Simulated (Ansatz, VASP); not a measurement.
CaB2 in VASP and in Ansatz

```
Ca B
1.0
    -1.78596    1.78596    5.77492
     1.78596   -1.78596    5.77492
     1.78596    1.78596   -5.77492
Ca B
2 4
Direct
  0.00000 0.00000 0.00000
  0.75000 0.25000 0.50000
  0.41882 0.41882 0.00000
  0.16882 0.66882 0.50000
  0.33118 0.83118 0.50000
  0.58118 0.58118 0.00000
```

Alike in both runs: functional PBE; k mesh 14 × 14 × 14; occupations gaussian, width 0.1 eV; no spin polarisation.

Ansatz relaxed the structure, and its values are those at the end. VASP's run is a single point on that final structure, the one shown.

```csv
,VASP,Ansatz
version,VASP 6.6.1,Ansatz 0.2.0
potentials or method,"VASP PAW PBE potentials, release 64 (Ca_sv, B), cutoff 520 eV","scalar-relativistic, plane waves, PAW"
valence electrons in the cell,32,32
```

|  | VASP | Ansatz | Ansatz less VASP |
| --- | --- | --- | --- |
| gap on the k mesh at the Fermi level (eV) | none | none | - |
| pressure (GPa) | 0.4 | 0.0 | -0.35 |
| rms of the force components (eV/Å) | 0.004 | 0.003 | -0.0007 |

A gap of «none» marks a metal or a gap that the smearing closes.
